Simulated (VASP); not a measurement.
A run of VASP 6.6.1 is set up as follows.

The input INCAR:

```
SYSTEM = Si31C32
  PREC = Accurate
  ENCUT = 520
  EDIFF = 1E-7
  ISMEAR = -1
  SIGMA = 0.05
  LREAL = Auto
  LASPH = .True.
  NELM = 150
  ALGO = Normal
  ISIF = 2
  LWAVE = .False.
  LCHARG = .True.
  ISPIN = 2
  MAGMOM = 0 0 0 0 0 0 0 0 0 0 0 0 0 0 0 0 0 0 0 0 0 0 0 0 0 0 0 0 0 0 0 0 0 0 0 0 0 0 0.75 0 0.75 0 0 0 0 0 0 0 0 0.75 0 0 0 0 0 0 0 0 0 0.75 0 0 0
  LORBIT = 11
  GGA = PS
  LELF = .True.
  LVHAR = .True.
  NBANDS = 167
  NELECT = 253.0
  ISYM = 0
```

KPOINTS

```
Automatic mesh
0
Gamma
  1 1 1
  0.25 0.25 0.25
```

Contents of POSCAR:

```
Si31C32
1.0
    8.7137060000      0.0000000000      0.0000000000
    0.0000000000      8.7137060000      0.0000000000
    0.0000000000      0.0000000000      8.7137060000
Si C
31 32
Direct
    0.0001160000      0.9997200000      0.0002970000
    0.9998610000      0.9995100000      0.5006260000
    0.9998850000      0.5000420000      0.0000790000
    0.0002990000      0.4996700000      0.5003020000
    0.5004590000      0.9995030000      0.0000110000
    0.5000740000      0.9999400000      0.5002790000
    0.5000570000      0.4996830000      0.0005390000
    0.2503350000      0.2499350000      0.0000620000
    0.2511810000      0.2508300000      0.5004900000
    0.2498230000      0.7495490000      0.0008220000
    0.2514630000      0.7484040000      0.5009110000
    0.7499330000      0.2494710000      0.0008060000
    0.7487790000      0.2510900000      0.5009070000
    0.7498850000      0.7495140000      0.9995820000
    0.7493850000      0.7490050000      0.4989950000
    0.2503140000      0.9994970000      0.2504880000
    0.2498410000      0.0002580000      0.7501260000
    0.2511630000      0.4999250000      0.2513970000
    0.2514990000      0.5002940000      0.7490120000
    0.7499320000      0.0002620000      0.2499960000
    0.7498970000      0.9989900000      0.7501080000
    0.7487600000      0.5003180000      0.2517020000
    0.7494160000      0.4983690000      0.7495910000
    0.9998270000      0.2499780000      0.2505000000
    0.0006280000      0.2494790000      0.7501250000
    0.0006230000      0.7495180000      0.2500090000
    0.9993970000      0.7495510000      0.7501280000
    0.5003120000      0.2507880000      0.2513660000
    0.5006780000      0.2511380000      0.7489730000
    0.5006450000      0.7484320000      0.2516980000
    0.4987700000      0.7489580000      0.7495780000
    0.1253210000      0.1249610000      0.1255020000
    0.1244590000      0.1241100000      0.6250520000
    0.1244420000      0.6244930000      0.1246530000
    0.1249650000      0.6253460000      0.6259270000
    0.6248920000      0.1240860000      0.1246010000
    0.6256990000      0.1246110000      0.6259040000
    0.6257070000      0.6253560000      0.1251620000
    0.6363690000      0.6359380000      0.6365300000
    0.3751280000      0.3747580000      0.1252710000
    0.3658280000      0.3654800000      0.6353470000
    0.3753770000      0.8756200000      0.1247390000
    0.3748560000      0.8756050000      0.6258410000
    0.8759340000      0.3750440000      0.1247660000
    0.8759660000      0.3744640000      0.6258310000
    0.8752440000      0.8748440000      0.1251750000
    0.8754270000      0.8750670000      0.6251420000
    0.3751460000      0.1247390000      0.3753060000
    0.3754260000      0.1242250000      0.8761000000
    0.3657890000      0.6348170000      0.3660010000
    0.3748320000      0.6252500000      0.8761810000
    0.8759510000      0.1242320000      0.3755520000
    0.8752540000      0.1246150000      0.8753990000
    0.8759740000      0.6252380000      0.3750520000
    0.8754480000      0.6245630000      0.8756130000
    0.1250530000      0.3747900000      0.3753000000
    0.1246050000      0.3750200000      0.8761530000
    0.1245740000      0.8755860000      0.3755980000
    0.1250230000      0.8748660000      0.8754330000
    0.6352150000      0.3653730000      0.3659520000
    0.6256360000      0.3744840000      0.8761550000
    0.6256140000      0.8756360000      0.3750150000
    0.6249530000      0.8750280000      0.8756010000
```

Potentials or basis: VASP PAW PBE potentials, release 64 (Si, C).

The run is started by

```console
$ cat potpaw_PBE.64/Si/POTCAR potpaw_PBE.64/C/POTCAR > POTCAR
$ mpirun -np 1 vasp_std > vasp.out
```

(1) Predict the net moment.

(2) Estimate the largest force.

(3) Predict the site moments.

Answers

(1) 2.98 μB per cell.

(2) 0.171 eV/Å.

(3) Si -0.00, +0.01, -0.01 (each value once); C +0.00, +0.02, +0.31, +0.30, +0.03 (each value once) μB.

Caveat: the cell carries a net charge on a neutralising background, which shifts energy and pressure; the PAW data sets were made with another functional, which shifts forces and pressure a little.
